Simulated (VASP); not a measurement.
Here is a VASP 6.6.1 calculation.

INCAR

```
ALGO = Normal
EDIFF = 1E-6
ENCUT = 820
GGA = PS
GGA_COMPAT = False
ISIF = 2
ISMEAR = -1
LASPH = True
LCHARG = True
LELF = True
LREAL = False
LVHAR = True
LWAVE = False
NBANDS = 33
NELM = 120
PREC = Accurate
SIGMA = 0.05
```

KPOINTS

```
k-points
0
Gamma
  9 9 5
```

The input POSCAR:

```
CuO
1.0
    1.9776053960     -2.1390962088      0.0000000000
    1.9776053960      2.1390962088      0.0000000000
    0.0000000000      0.0000000000      5.1213234137
Cu O
2 2
Direct
    0.5000000000      0.0000000000      0.0000000000
    0.0000000000      0.5000000000      0.5000000000
    0.5000000000      0.5000000000      0.2500000000
    0.5000000000      0.5000000000      0.7500000000
```

Potentials or basis: VASP PAW PBE potentials, release 64 (Cu_sv_GW, O).

Command:

```sh
$ cat potpaw_PBE.64/Cu_sv_GW/POTCAR potpaw_PBE.64/O/POTCAR > POTCAR
$ mpirun -np 1 vasp_std > vasp.out
```

**Question.** Predict the band gap on the k mesh.

**Answer.** Zero (bands 25 and 26 overlap by 0.89 eV).

**Question.** Predict the pressure.

**Answer.** -3.8 GPa.

Stress tensor (GPa, compression positive):
```
-2.72  0.00  0.00
 0.00 -4.08  0.00
 0.00  0.00 -4.46
```

Caveat: the cell stands under tension; the PAW data sets were made with another functional, which shifts forces and pressure a little; semilocal functionals often make such compounds metallic where correlation or magnetic order opens a gap, which also shifts bond lengths. With open d or f shells a metallic result of PBEsol can be an artefact of self-interaction; +U or a hybrid may open a gap.
